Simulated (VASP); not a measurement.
Set up this calculation in VASP 6.6.1, as the native input.

| Item | Value |
| --- | --- |
| Task | single point |
| Functional | PBEsol |
| Potentials or basis | VASP PAW PBE potentials, release 64 (Ho, C) |
| Cutoff | 520 eV |
| k mesh | 10 × 10 × 10 |
| Occupations | gaussian, width 0.05 eV |
| Spin | collinear spin, ferromagnetic start |
| Starting moments | [4.23, 0.0] μB |
| Dipole correction | no |
| Further INCAR settings | ALGO = Normal; EDIFF = 1e-06; NBANDS = 24 |

The structure of HoC lies in POSCAR:

```
HoC
1.0
    0.0000000000      2.6390082925      2.6390082925
    2.6390082925      0.0000000000      2.6390082925
    2.6390082925      2.6390082925      0.0000000000
Ho C
1 1
Direct
    0.0000000000      0.0000000000      0.0000000000
    0.2500000000      0.2500000000      0.2500000000
```

The input as run:

INCAR

```
SYSTEM = HoC
  PREC = Accurate
  ENCUT = 520
  EDIFF = 1E-6
  ISMEAR = 0
  SIGMA = 0.05
  LREAL = .False.
  LASPH = .True.
  NELM = 150
  ALGO = Normal
  ISIF = 2
  LWAVE = .False.
  LCHARG = .False.
  ISPIN = 2
  MAGMOM = 4.23 0
  LORBIT = 11
  LMAXMIX = 6
  GGA = PS
  NBANDS = 24
```

KPOINTS

```
regular mesh
0
Gamma
  10 10 10
  0 0 0
```

Potentials or basis: VASP PAW PBE potentials, release 64 (Ho, C).

Command:

```bash
$ cat potpaw_PBE.64/Ho/POTCAR potpaw_PBE.64/C/POTCAR > POTCAR
$ mpirun -np 1 vasp_std > vasp.out
```

Results of the run:

```yaml
Pressure: 0.2 GPa
Net_moment: 3.98 μB per cell
Site_moments: Ho +3.85; C +0.01 μB
Valence_electrons_inside_the_program's_atomic_spheres: Ho 18.57; C 2.31
```

Caveat: the magnetic or orbital state may not be the lowest; the PAW data sets were made with another functional, which shifts forces and pressure a little.

It took 5.2 min on 1 thread of Oxide Virtual Turin-like Processor, on a shared host, peak memory 0.19 GiB.
